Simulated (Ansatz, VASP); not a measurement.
# Two plane-wave programs on MgTl

File INCAR:

```
PREC     = Accurate       # precision mode
ENCUT    = 520            # plane-wave cutoff, eV
EDIFF    = 1E-8           # SCF threshold, eV
ISMEAR   = -1             # smearing method
SIGMA    = 0.05           # smearing width, eV
LREAL    = F              # projectors in reciprocal space
LASPH    = T              # aspherical terms in the spheres
NELM     = 60             # most SCF steps
ALGO     = Normal         # electronic algorithm
ISIF     = 2              # what is computed and relaxed
LWAVE    = F              # write WAVECAR
LCHARG   = F              # write CHGCAR
LEFG     = T            
NBANDS   = 14             # bands
```

Contents of KPOINTS:

```
Automatic mesh
0
Gamma
  9 9 9
```

POSCAR

```
MgTl
1.0
    3.6590735492      0.0000000000      0.0000000000
    0.0000000000      3.6590735492      0.0000000000
    0.0000000000      0.0000000000      3.6590735492
Mg Tl
1 1
Direct
    0.0000000000      0.0000000000      0.0000000000
    0.5000000000      0.5000000000      0.5000000000
```

Input for Ansatz:

```yaml
crystal:
  lattice:
    - [3.6590735492, 0.0, 0.0]
    - [0.0, 3.6590735492, 0.0]
    - [0.0, 0.0, 3.6590735492]
  atoms:
    - { symbol: Mg, position: [0.0, 0.0, 0.0] }
    - { symbol: Tl, position: [0.5, 0.5, 0.5] }
kpoints:
  mp_grid: { grid: [9, 9, 9] }
scf:
  occupations: { method: fermi_dirac, width: 0.05 }
hamiltonian:
  xc: lda
  pseudopotentials: { kind: paw }
output:
  forces: true
  stress: true
  eigenvalues: true
  efg: { contact_densities: true }
```

Change from the starting cell: volume scaled by 1.02, PAW files.

Alike in both runs: task electric field gradients; functional LDA; k mesh 9 × 9 × 9; occupations fermi-dirac, width 0.05 eV; no spin polarisation.

|  | VASP | Ansatz |
| --- | --- | --- |
| version | VASP 6.6.1 | Ansatz 0.2.0 |
| potentials or method | VASP PAW LDA potentials, release 64 (Mg, Tl_d) | PAW with Ansatz's default frozen-core files, scalar-relativistic |
| plane-wave cutoff (eV) | 520 | 420 |
| valence electrons in the cell | 15 | 23 |

|  | VASP | Ansatz | Ansatz less VASP |
| --- | --- | --- | --- |
| pressure (GPa) | -3.3 | -3.1 | +0.26 |

LDA's correlation is that of Perdew and Zunger in VASP and of Perdew and Wang (1992) in Ansatz. VASP's potentials hold 15 valence electrons a cell and Ansatz's 23, so a difference there can come from the potentials and not from the codes.

Spin-orbit coupling is off throughout.
